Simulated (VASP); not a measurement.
Input of a VASP 6.6.1 run:

INCAR

```
PREC = Accurate
ENCUT = 520
EDIFF = 1E-6
ISMEAR = 0
SIGMA = 0.15
LREAL = F
LASPH = T
NELM = 80
ALGO = Normal
ISIF = 2
LWAVE = F
LCHARG = F
GGA = CA
NBANDS = 16
```

The input KPOINTS:

```
Automatic mesh
0
Gamma
  16 16 8
```

POSCAR

```
InSb
1.0
    3.0082848040      0.0000000000      0.0000000000
    0.0000000000      3.0082848040      0.0000000000
    0.0000000000      0.0000000000      6.0325054265
In Sb
1 1
Direct
    0.0000000000      0.0000000000      0.0000000000
    0.0000000000      0.0000000000      0.5000000000
```

Potentials or basis: VASP PAW LDA potentials, release 64 (In_d, Sb).

The run is started by

```console
$ cat potpaw_LDA.64/In_d/POTCAR potpaw_LDA.64/Sb/POTCAR > POTCAR
$ mpirun -np 1 vasp_std > vasp.out
```

(1) Estimate the band gap on the k mesh.

(2) Predict the pressure.

## Answers

(1) zero (bands 9 and 10 overlap by 6.18 eV).

(2) 0.1 GPa.

Caveat: spin-orbit coupling is left out, which moves the levels of the heavy elements.
